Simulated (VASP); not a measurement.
The system is KCl.

```xyz
2
Lattice="0.0000 3.1889 3.1889 3.1889 0.0000 3.1889 3.1889 3.1889 0.0000" Properties=species:S:1:pos:R:3 pbc="T T T"
K     0.0000    0.0000    0.0000
Cl    3.1889    3.1889    3.1889
```

| Property | Result |
| --- | --- |
| Program | VASP 6.6.1 |
| Task | relaxation of cell and atoms |
| Functional | LDA |
| Potentials or basis | VASP PAW LDA potentials, release 64 (K_sv, Cl) |
| Cutoff | 600 eV |
| k mesh | 6 × 6 × 6 |
| Occupations | fermi-dirac, width 0.02 eV |
| Spin | no spin polarisation |

At the start: pressure -2.4 GPa; volume 32.43 Å³/atom.

Question: Where does the relaxation end?

Answer: Over 4 steps the energy falls by 36.2 meV/atom and the volume is 28.17 Å³/atom (-13.1 %); space group Fm-3m (No. 225, to 0.1 Å) before and after.

The path:
```csv
step,energy change (eV),largest force (eV/Å),pressure (GPa),volume (Å³)
1,0.0000,0.0000,-2.39,64.85
2,-0.0535,0.0000,-1.41,60.43
3,-0.0721,0.0000,-0.19,56.85
4,-0.0724,0.0000,0.02,56.35
```

Final structure:
```
K Cl
1.0
     0.00000    3.04285    3.04285
     3.04285    0.00000    3.04285
     3.04285    3.04285    0.00000
K Cl
1 1
Cartesian
  3.0428 3.0428 6.0857
  3.0428 3.0428 3.0428
```
